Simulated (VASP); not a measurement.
A run of VASP 6.6.1 is set up as follows.

The input INCAR:

```
SYSTEM = AlGa3N2
PREC = Accurate ; ENCUT = 520
EDIFF = 1E-6 ; ISMEAR = 0
SIGMA = 0.1 ; LREAL = .FALSE.
LASPH = .TRUE. ; NELM = 60
ALGO = Normal ; ISIF = 2
LWAVE = .FALSE. ; LCHARG = .FALSE.
GGA = PE ; NBANDS = 35
```

The input KPOINTS:

```
Automatic mesh
0
G
  8 8 10
  0 0 0
```

File POSCAR:

```
AlGa3N2
1.0
    5.6466462083      0.0000000000      0.0000000000
    0.0000000000      5.6466462083      0.0000000000
    0.0000000000      0.0000000000      3.5628991091
Al Ga N
1 3 2
Direct
    0.5000000000      0.5000000000      0.0000000000
    0.0000000000      0.0000000000      0.5000000000
    0.0000000000      0.5000000000      0.0000000000
    0.5000000000      0.0000000000      0.0000000000
    0.5000000000      0.5000000000      0.5000000000
    0.0000000000      0.0000000000      0.0000000000
```

Potentials or basis: VASP PAW PBE potentials, release 64 (Al, Ga_d, N).

Launch:

```sh
$ cat potpaw_PBE.64/Al/POTCAR potpaw_PBE.64/Ga_d/POTCAR potpaw_PBE.64/N/POTCAR > POTCAR
$ mpirun -np 1 vasp_std > vasp.out
```

What does it give for the band gap on the k mesh?

Zero (bands 26 and 27 overlap by 1.98 eV).

Estimate the pressure.

-0.1 GPa.

Stress tensor (GPa, compression positive):
```
 0.00  0.00  0.00
 0.00  0.00  0.00
 0.00  0.00 -0.20
```
